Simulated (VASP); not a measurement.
Write the native input for VASP 6.6.1 that does the following.

```
Task                   : single point
Functional             : PBE
Potentials or basis    : VASP PAW PBE potentials, release 64 (B, Ru_pv)
Cutoff                 : 520 eV
k mesh                 : 12 × 12 × 4
Occupations            : gaussian, width 0.1 eV
Spin                   : no spin polarisation
Dipole correction      : no
Further INCAR settings : ALGO = Normal; EDIFF = 1e-06; NBANDS = 38
```

The structure of B5Ru3 lies in POSCAR:

```
B5Ru3
1.0
    2.9182089881      0.0000000000      0.0000000000
   -1.4591044941      2.5272431173      0.0000000000
    0.0000000000      0.0000000000     10.1075995307
B Ru
5 3
Direct
    0.3333333333      0.6666666667      0.6422579994
    0.6666666667      0.3333333333      0.7164380672
    0.3333333333      0.6666666667      0.3577420006
    0.6666666667      0.3333333333      0.2835619328
    0.0000000000      0.0000000000      0.0000000000
    0.3333333333      0.6666666667      0.8586354406
    0.3333333333      0.6666666667      0.1413645594
    0.6666666667      0.3333333333      0.5000000000
```

These files were run (other wordings do the same):

INCAR

```
SYSTEM = B5Ru3
PREC = Accurate
ENCUT = 520
EDIFF = 1E-6
ISMEAR = 0
SIGMA = 0.1
LREAL = .False.
LASPH = .True.
NELM = 60
ALGO = Normal
ISIF = 2
LWAVE = .False.
LCHARG = .False.
GGA = PE
NBANDS = 38
```

KPOINTS

```
Automatic mesh
0
Gamma
  12 12 4
  0 0 0
```

Potentials or basis: VASP PAW PBE potentials, release 64 (B, Ru_pv).

Command:

```bash
$ cat potpaw_PBE.64/B/POTCAR potpaw_PBE.64/Ru_pv/POTCAR > POTCAR
$ mpirun -np 1 vasp_std > vasp.out
```

Results of the run:

| Property | Result |
| --- | --- |
| Pressure | 0.0 GPa |
| Largest force | 0.006 eV/Å |

Run time: 2.5 min on 1 thread of Intel(R) Xeon(R) Platinum 8175M CPU @ 2.50GHz (Skylake/Cascade Lake) (shared host), peak memory 0.28 GiB.
